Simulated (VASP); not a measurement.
A run of VASP 6.6.1:

File INCAR:

```
ALGO = Fast
EDIFF = 1E-8
ENCUT = 600
IBRION = 6
ISIF = 3
ISMEAR = -1
LASPH = True
LCHARG = False
LREAL = False
LWAVE = False
NELM = 60
NFREE = 2
NSW = 1
POTIM = 0.015
PREC = Accurate
SIGMA = 0.05
```

Contents of KPOINTS:

```
k-points
0
Gamma
  7 7 7
```

POSCAR

```
Sn
1.0
   -2.9401404553      2.9401404553      1.5993019889
    2.9401404553     -2.9401404553      1.5993019889
    2.9401404553      2.9401404553     -1.5993019889
Sn
2
Direct
    0.0000000000      0.0000000000      0.0000000000
    0.7500000000      0.2500000000      0.5000000000
```

Potentials or basis: VASP PAW LDA potentials, release 64 (Sn_d).

Run with:

```sh
$ cat potpaw_LDA.64/Sn_d/POTCAR > POTCAR
$ mpirun -np 1 vasp_std > vasp.out
```

Hardware: 1 thread of Oxide Virtual Turin-like Processor (shared host).

Question: Estimate the wall time of this run.

Answer: It took 36 min on 1 thread of Oxide Virtual Turin-like Processor, on a shared host, peak memory 0.32 GiB. Counts: scf iterations 207, k points 40.
